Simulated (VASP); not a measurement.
Here is a VASP 6.6.1 calculation.

Contents of INCAR:

```
SYSTEM = Sb
PREC = Accurate
ENCUT = 500
EDIFF = 1E-6
ISMEAR = 0
SIGMA = 0.1
LREAL = .FALSE.
LASPH = .TRUE.
NELM = 120
ALGO = Normal
ISIF = 2
LWAVE = .FALSE.
LCHARG = .FALSE.
GGA = PE
IVDW = 12
NBANDS = 30
GGA_COMPAT = .FALSE.
```

The input KPOINTS:

```
regular mesh
0
G
  6 6 6
  0 0 0
```

POSCAR

```
Sb
1.0
    4.3452478805      0.0010137976     -4.5878249507
    4.3452478805      0.0010137976      4.5878249507
   -2.1740282773     -5.9577121218      0.0000000000
Sb
8
Direct
    0.5790674700      0.5405954214      0.2394185105
    0.0790674700      0.0405954214      0.2394185105
    0.0405954214      0.5790674700      0.2394185105
    0.5405954214      0.0790674700      0.2394185105
    0.4209325300      0.4594045786      0.7605814895
    0.9209325300      0.9594045786      0.7605814895
    0.9594045786      0.4209325300      0.7605814895
    0.4594045786      0.9209325300      0.7605814895
```

Potentials or basis: VASP PAW PBE potentials, release 64 (Sb).

Launch:

```sh
$ cat potpaw_PBE.64/Sb/POTCAR > POTCAR
$ mpirun -np 1 vasp_std > vasp.out
```

Estimate the band gap on the k mesh.

zero (bands 20 and 21 overlap by 0.50 eV).

Estimate the pressure.

0.1 GPa.

Forces on the atoms (eV/Å):
```
Sb   0.000 -0.024  0.027
Sb   0.000 -0.024  0.027
Sb   0.000 -0.024 -0.027
Sb   0.000 -0.024 -0.027
Sb   0.000  0.024 -0.027
Sb   0.000  0.024 -0.027
Sb   0.000  0.024  0.027
Sb   0.000  0.024  0.027
```

Caveat: spin-orbit coupling is left out, which moves the levels of the heavy elements.
